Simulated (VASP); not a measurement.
Here is a VASP 6.6.1 calculation.

File INCAR:

```
SYSTEM = TaN
PREC = Accurate
ENCUT = 600
EDIFF = 1E-6
ISMEAR = -1
SIGMA = 0.05
LREAL = .False.
LASPH = .True.
NELM = 200
ALGO = Normal
ISIF = 2
LWAVE = .False.
LCHARG = .True.
LMAXMIX = 4
LDAU = .True.
LDAUTYPE = 2
LDAUL = 2 -1
LDAUU = 3 0
LDAUJ = 0 0
LDAUPRINT = 1
GGA = CA
LELF = .True.
LVHAR = .True.
NBANDS = 26
GGA_COMPAT = .False.
```

The input KPOINTS:

```
Automatic mesh
0
Gamma
  8 8 6
  0 0 0
```

POSCAR

```
TaN
1.0
    4.1448343938      0.0000000000      0.0000000000
    0.0000000000      4.1448343938      0.0000000000
    0.0000000000      0.0000000000      3.0023452781
Ta N
2 2
Direct
    0.0000000000      0.0000000000      0.0000000000
    0.5000000000      0.5000000000      0.0000000000
    0.5000000000      0.0000000000      0.0000026280
    0.0000000000      0.5000000000      0.9999973720
```

Potentials or basis: VASP PAW LDA potentials, release 64 (Ta_sv_GW, N).

Run with:

```console
$ cat potpaw_LDA.64/Ta_sv_GW/POTCAR potpaw_LDA.64/N/POTCAR > POTCAR
$ mpirun -np 1 vasp_std > vasp.out
```

Question: What does it give for the band gap on the k mesh?

Answer: Zero (band 18 reaches 11.80 eV, above the bottom of band 19 at 7.45 eV).

Question: Estimate the pressure.

Answer: 5.9 GPa.

Eigenvalues of the final occupation matrices:
| site | spin | trace | eigenvalues |
| --- | --- | --- | --- |
| site 1 d | 1 | 1.15 | 0.17 0.17 0.23 0.27 0.32 |
| site 1 d | 2 | 1.15 | 0.17 0.17 0.23 0.27 0.32 |
| site 2 d | 1 | 1.15 | 0.17 0.17 0.23 0.27 0.32 |
| site 2 d | 2 | 1.15 | 0.17 0.17 0.23 0.27 0.32 |

Caveat: spin-orbit coupling is left out, which moves the levels of the heavy elements; U without spin polarisation on a metal has little footing.
